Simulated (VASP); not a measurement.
# Sb2Pt (Fm-3m) in VASP: notebook, part 2 of 2

VASP 6.6.1.

### Step 4. Relaxation of cell and atoms, r2SCAN

POSCAR reads:

```
Sb2Pt
1.0
    0.0000000000      3.2096699065      3.2096699065
    3.2096699065      0.0000000000      3.2096699065
    3.2096699065      3.2096699065      0.0000000000
Sb Pt
2 1
Direct
    0.2500000000      0.2500000000      0.2500000000
    0.7500000000      0.7500000000      0.7500000000
    0.0000000000      0.0000000000      0.0000000000
```

INCAR.step1 reads:

```
SYSTEM = Sb2Pt
PREC     = Accurate       ! precision mode
ENCUT    = 600            ! plane-wave cutoff, eV
ISMEAR   = 0              ! smearing method
SIGMA    = 0.1            ! smearing width, eV
LREAL    = .FALSE.        ! projectors in reciprocal space
LASPH    = .TRUE.         ! aspherical terms in the spheres
NELM     = 80             ! most SCF steps
GGA      = PE             ! functional
ALGO     = Normal         ! electronic algorithm
EDIFF    = 1E-4           ! SCF threshold, eV
LWAVE    = .TRUE.         ! write WAVECAR
LCHARG   = .FALSE.        ! write CHGCAR
```

INCAR.step2 reads:

```
SYSTEM = Sb2Pt
PREC     = Accurate       ! precision mode
ENCUT    = 600            ! plane-wave cutoff, eV
EDIFF    = 1E-6           ! SCF threshold, eV
ISMEAR   = 0              ! smearing method
SIGMA    = 0.1            ! smearing width, eV
LREAL    = .FALSE.        ! projectors in reciprocal space
LASPH    = .TRUE.         ! aspherical terms in the spheres
NELM     = 80             ! most SCF steps
ALGO     = Normal         ! electronic algorithm
ISIF     = 3              ! what is computed and relaxed
LWAVE    = .FALSE.        ! write WAVECAR
LCHARG   = .FALSE.        ! write CHGCAR
METAGGA  = R2SCAN         ! meta-GGA
LMIXTAU  = .TRUE.       
IBRION   = 2              ! ionic algorithm
NSW      = 90             ! ionic steps
EDIFFG   = -0.04          ! ionic threshold
ISTART   = 1
```

KPOINTS reads:

```
regular mesh
0
G
  6 6 6
  0 0 0
```

Potentials or basis: VASP PAW PBE potentials, release 64 (Sb, Pt).

On the command line:

```sh
$ cat potpaw_PBE.64/Sb/POTCAR potpaw_PBE.64/Pt/POTCAR > POTCAR
$ cp INCAR.step1 INCAR
$ mpirun -np 1 vasp_std > vasp.out
$ cp INCAR.step2 INCAR
$ mpirun -np 1 vasp_std > vasp.out
```

OUTCAR:

```text
SYSTEM = Sb2Pt
   PREC = Accurate
   ENCUT = 600
   EDIFF = 1E-6
   ISMEAR = 0
   LREAL = .FALSE.
   LASPH = .TRUE.
   NELM = 80
   ISIF = 3
   METAGGA = R2SCAN
   IBRION = 2
   NSW = 90
   EDIFFG = -0.04
   ISTART = 1

 ion  position               nearest neighbor table
   1  0.250  0.250  0.250-   3 2.78   3 2.78   3 2.78   3 2.78   2 3.21   2 3.21   2 3.21   2 3.21
                             2 3.21   2 3.21
   2  0.750  0.750  0.750-   3 2.78   3 2.78   3 2.78   3 2.78   1 3.21   1 3.21   1 3.21   1 3.21
                             1 3.21   1 3.21
   3  0.000  0.000  0.000-   2 2.78   2 2.78   2 2.78   1 2.78   1 2.78   1 2.78   2 2.78   1 2.78

  LATTYP: Found a face centered cubic cell.
 ALAT       =     6.4193398130

  Lattice vectors:

 A1 = (   0.0000000000,   3.2096699065,   3.2096699065)
 A2 = (   3.2096699065,   0.0000000000,   3.2096699065)
 A3 = (   3.2096699065,   3.2096699065,   0.0000000000)

Analysis of symmetry for initial positions (statically):
=====================================================================
 Subroutine PRICEL returns:
 Original cell was already a primitive cell.

 Routine SETGRP: Setting up the symmetry group for a
 face centered cubic supercell.

 Subroutine GETGRP returns: Found 48 space group operations
 (whereof 48 operations were pure point group operations)
 out of a pool of 48 trial point group operations.

The static configuration has the point symmetry O_h .

Analysis of symmetry for dynamics (positions and initial velocities):
=====================================================================
 Subroutine PRICEL returns:
 Original cell was already a primitive cell.

 Routine SETGRP: Setting up the symmetry group for a
 face centered cubic supercell.

 Subroutine GETGRP returns: Found 48 space group operations
 (whereof 48 operations were pure point group operations)
 out of a pool of 48 trial point group operations.

The dynamic configuration has the point symmetry O_h .

 Subroutine INISYM returns: Found 48 space group operations
 (whereof 48 operations are pure point group operations),
 and found     1 'primitive' translations

----------------------------------------------------------------------------------------

                                     Primitive cell

[... 100 lines left out ...]
   IALGO  =     38    algorithm
   IMIX   =      4    mixing-type and parameters
     AMIX     =   0.40;   BMIX     =  1.00
     AMIX_MAG =   1.60;   BMIX_MAG =  1.00
  volume/ion in A,a.u.               =      22.04       148.76
  Fermi-wavevector in a.u.,A,eV,Ry     =   1.098874  2.076570 16.429354  1.207523
  Thomas-Fermi vector in A             =   2.235259
   LORBIT       =      0    0 simple, 1 ext, 2 COOP (PROOUT), +10 PAW based schemes
   METAGGA = R2SCAN    functional components
   LHFCALC =     F    Hartree Fock is set to
   AEXX    =    0.0000 exact exchange contribution
   IVDW    =     0    specifies the selected vdW correction
   LEPSILON=     F    determine dielectric tensor
   LRPA    =     F    only Hartree local field effects (RPA)
 conjugate gradient relaxation of ions
 non-spin polarized calculation
 Gauss-broadening in eV      SIGMA  =   0.10
  energy-cutoff  :      600.00
  volume of cell :       66.13
 maximum number of plane-waves:      2229
   NGX = 19   NGY = 19   NGZ = 19

--------------------------------------- Ionic step        1  -------------------------------------------

 number of electron      20.0000001 magnetization

 Free energy of the ion-electron system (eV)
  ---------------------------------------------------
  ext. energy  EPLUGINS =         0.00000000
  ---------------------------------------------------
  free energy    TOTEN  =      -103.44635287 eV

  energy without entropy =     -103.43560822  energy(sigma->0) =     -103.44098055

 E-fermi :  10.0871     XC(G=0): -11.6715

 val. band max:       10.0493703233   @ k =  -0.3333   0.3333   0.1667
 cond. band min:      10.1358602185   @ k =  -0.3333   0.1667   0.0000
 fundamental gap:      0.0864898952
 Fermi energy:        10.0871280519

 k-point     1 :       0.0000    0.0000    0.0000
  band No.  band energies     occupation
      1      -4.1825      2.00000
      2       3.5088      2.00000
      3       3.5088      2.00000
      4       3.5088      2.00000
      5       3.7586      2.00000
      6       5.7595      2.00000
      7       5.7595      2.00000
      8      11.1596      0.00000
      9      11.1596      0.00000
     10      11.1596      0.00000
     11      11.2203      0.00000
     12      11.2203      0.00000
     13      11.2203      0.00000
     14      13.0609      0.00000
[... 363 lines left out ...]
--------------------------------------- Ionic step        4  -------------------------------------------

 number of electron      19.9999999 magnetization

 Free energy of the ion-electron system (eV)
  ---------------------------------------------------
  ext. energy  EPLUGINS =         0.00000000
  ---------------------------------------------------
  free energy    TOTEN  =      -103.61652203 eV

  energy without entropy =     -103.60123512  energy(sigma->0) =     -103.60887857

 E-fermi :   8.7426     XC(G=0): -11.2503

 val. band max:        8.7286180551   @ k =  -0.3333   0.3333   0.1667
 cond. band min:       8.7474367311   @ k =  -0.3333   0.1667   0.0000
 fundamental gap:      0.0188186760
 Fermi energy:         8.7426258924

 k-point     1 :       0.0000    0.0000    0.0000
  band No.  band energies     occupation
      1      -4.6481      2.00000
      2       2.2669      2.00000
      3       2.9028      2.00000
      4       2.9028      2.00000
      5       2.9028      2.00000
      6       4.9839      2.00000
      7       4.9839      2.00000
      8       9.8611      0.00000
      9       9.8611      0.00000
     10       9.8611      0.00000
     11       9.8880      0.00000
     12       9.8880      0.00000
     13       9.8880      0.00000
     14      11.9997      0.00000
[... 283 lines left out ...]
  FREE ENERGIE OF THE ION-ELECTRON SYSTEM (eV)
  ---------------------------------------------------
  free  energy   TOTEN  =      -103.6165220268 eV

  energy  without entropy=     -103.6012351171  energy(sigma->0) =     -103.60887857

 reached required accuracy - stopping structural energy minimisation
```

OUTCAR.step1:

```text
SYSTEM = Sb2Pt
   PREC = Accurate
   ENCUT = 600
   ISMEAR = 0
   LREAL = .FALSE.
   LASPH = .TRUE.
[... 487 lines left out ...]
      1.60483      1.60483      1.60483         0.000000      0.000000      0.000000
      4.81450      4.81450      4.81450        -0.000000     -0.000000     -0.000000
      0.00000      0.00000      0.00000        -0.000000     -0.000000      0.000000
 -----------------------------------------------------------------------------------
    total drift:                               -0.000000      0.000000      0.000000

  FREE ENERGIE OF THE ION-ELECTRON SYSTEM (eV)
  ---------------------------------------------------
  free  energy   TOTEN  =       -14.9586190308 eV

  energy  without entropy=      -14.9460988228  energy(sigma->0) =      -14.95235893
```

Run time: 7.9 min. Hardware: 1 thread of Intel Xeon 8259CL, shared host; peak memory 0.24 GiB.

Results:

| Property | Result |
| --- | --- |
| Free energy | -103.6165 eV |
| Relaxed volume | 23.91 Å³/atom |
| Relaxed cell | a = 4.664 Å, b = 4.664 Å, c = 4.664 Å, α = 60.00°, β = 60.00°, γ = 60.00° |
| Space group after relaxing (to 0.1 Å) | Fm-3m (No. 225) |
| Energy gained by relaxing | 56.7 meV/atom |
| Ionic steps | 4 |
| Pressure after relaxing | 0.0 GPa |
| Band gap on the k mesh | zero (bands 10 and 11 overlap by 1.92 eV) |

The path:
```tsv
step	energy change (eV)	largest force (eV/Å)	pressure (GPa)	volume (Å³)
1	0.0000	0.0000	10.69	66.13
2	0.1569	0.0000	-9.75	81.23
3	-0.1700	0.0000	-0.31	71.91
4	-0.1702	0.0000	-0.05	71.73
```

Final structure:
```
CELL_PARAMETERS angstrom
0.00000 3.29778 3.29778
3.29778 0.00000 3.29778
3.29778 3.29778 0.00000
ATOMIC_POSITIONS crystal
Sb 0.25000 0.25000 0.25000
Sb 0.75000 0.75000 0.75000
Pt 0.00000 0.00000 0.00000
```

Levels at points of the mesh, in eV from the Fermi level:
| k point | band 6 | band 7 | band 8 | band 9 | band 10 | band 11 | band 12 | band 13 | band 14 |
| --- | --- | --- | --- | --- | --- | --- | --- | --- | --- |
| (0.00, 0.00, 0.00) | -3.76 | -3.76 | 1.12 | 1.12 | 1.12 | 1.15 | 1.15 | 1.15 | 3.26 |
| (0.50, 0.00, 0.00) | -3.67 | -3.67 | -2.11 | -2.11 | -1.05 | -0.80 | 1.47 | 1.47 | 6.09 |
| (0.50, 0.50, 0.00) | -4.15 | -4.15 | -3.75 | -3.55 | -1.71 | 1.62 | 4.70 | 4.70 | 4.72 |

Caveat: the PAW data sets were made with another functional, which shifts forces and pressure a little; spin-orbit coupling is left out, which moves the levels of the heavy elements.

### Step 5. Single point, r2SCAN

This run uses another cell than the first one, of 23.94 Å³/atom.

POSCAR reads:

```
Sb2Pt
1.0
    0.0000000000      3.2990386217      3.2990386217
    3.2990386217      0.0000000000      3.2990386217
    3.2990386217      3.2990386217      0.0000000000
Sb Pt
2 1
Direct
    0.2500000000      0.2500000000      0.2500000000
    0.7500000000      0.7500000000      0.7500000000
    0.0000000000      0.0000000000      0.0000000000
```

INCAR.step1 reads:

```
SYSTEM = Sb2Pt
PREC = Accurate
ENCUT = 520
ISMEAR = 0
SIGMA = 0.1
LREAL = .FALSE.
LASPH = .TRUE.
NELM = 80
NBANDS = 17
GGA = PE
ALGO = Normal
EDIFF = 1E-4
LWAVE = .TRUE.
LCHARG = .FALSE.
```

INCAR.step2 reads:

```
SYSTEM = Sb2Pt
PREC = Accurate
ENCUT = 520
EDIFF = 1E-6
ISMEAR = 0
SIGMA = 0.1
LREAL = .FALSE.
LASPH = .TRUE.
NELM = 80
ALGO = Normal
ISIF = 2
LWAVE = .FALSE.
LCHARG = .FALSE.
METAGGA = R2SCAN
LMIXTAU = .TRUE.
NBANDS = 17
ISTART = 1
```

KPOINTS reads:

```
Automatic mesh
0
G
  12 12 12
  0 0 0
```

On the command line:

```sh
$ cat potpaw_PBE.64/Sb/POTCAR potpaw_PBE.64/Pt/POTCAR > POTCAR
$ cp INCAR.step1 INCAR
$ mpirun -np 1 vasp_std > vasp.out
$ cp INCAR.step2 INCAR
$ mpirun -np 1 vasp_std > vasp.out
```

Wall time 6.2 min (1 thread of Intel Xeon 8259CL, shared host); peak memory 0.28 GiB.

It converged, with:

```yaml
Free_energy: -103.6369 eV
Pressure: -0.2 GPa
Band_gap_on_the_k_mesh: zero (bands 10 and 11 overlap by 1.92 eV)
```

Levels at points of the mesh, in eV from the Fermi level:
| k point | band 8 | band 9 | band 10 | band 11 | band 12 | band 13 |
| --- | --- | --- | --- | --- | --- | --- |
| (0.00, 0.00, 0.00) | 1.10 | 1.10 | 1.10 | 1.12 | 1.12 | 1.12 |
| (0.50, 0.00, 0.00) | -2.13 | -2.13 | -1.08 | -0.82 | 1.45 | 1.45 |
| (0.50, 0.50, 0.00) | -3.76 | -3.56 | -1.72 | 1.60 | 4.68 | 4.68 |

Caveat: the PAW data sets were made with another functional, which shifts forces and pressure a little; spin-orbit coupling is left out, which moves the levels of the heavy elements.

### Step 6. Overview

```csv
task,cell,k mesh,cutoff (eV),gap on the mesh (eV),pressure (GPa)
single point,"a = 4.539 Å, angles 60.0°, 3 atoms",6 × 6 × 6,520,none,10.7
single point,"a = 4.666 Å, angles 60.0°, 3 atoms",6 × 6 × 6,520,none,-0.2
relaxation of cell and atoms,"relaxed from a = 4.539 Å, angles 60.0°, 3 atoms",6 × 6 × 6,600,none,0.0
single point,"a = 4.666 Å, angles 60.0°, 3 atoms",12 × 12 × 12,520,none,-0.2
```

Alike in all rows: level r2SCAN; potentials or basis VASP PAW PBE potentials, release 64 (Sb, Pt); no spin polarisation; smearing gaussian 0.1 eV.

Caveats: the PAW data sets were made with another functional, which shifts forces and pressure a little; spin-orbit coupling is left out, which moves the levels of the heavy elements; the cell stands under pressure (at least some runs).

Absolute energies hang on the potentials; compare differences alone.

The gap in the log of VASP goes by the Fermi energy; the results here count the filled bands.